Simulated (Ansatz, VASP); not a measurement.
# Si2As: VASP beside Ansatz

```
Si As
1.0
     4.12149    0.00000    0.00000
    -2.06074    3.56931    0.00000
     0.00000    0.00000    3.52179
Si As
2 1
Direct
  0.33333 0.66667 0.15661
  0.66667 0.33333 0.15661
  0.00000 0.00000 0.65649
```

Alike in both runs: functional PBE; k mesh 6 × 6 × 5; occupations gaussian, width 0.2 eV; no spin polarisation.

Ansatz relaxed the structure, and its values are those at the end. VASP's run is a single point on that final structure, the one shown.

|  | VASP | Ansatz |
| --- | --- | --- |
| version | VASP 6.6.1 | Ansatz 0.2.0 |
| potentials or method | VASP PAW PBE potentials, release 64 (Si, As), cutoff 500 eV | scalar-relativistic, plane waves, PAW |
| valence electrons in the cell | 13 | 23 |

Ansatz gave:

* gap on the k mesh at the Fermi level (eV): none
* pressure (GPa): -0.3

Q: Which values does VASP return?

A: gap on the k mesh at the Fermi level (eV): none; pressure (GPa): -0.4.

A gap of «none» marks a metal or a gap that the smearing closes. The functional is the same, so the differences come from potentials, cutoffs and numerics. VASP's potentials hold 13 valence electrons a cell and Ansatz's 23, so a difference there can come from the potentials and not from the codes.
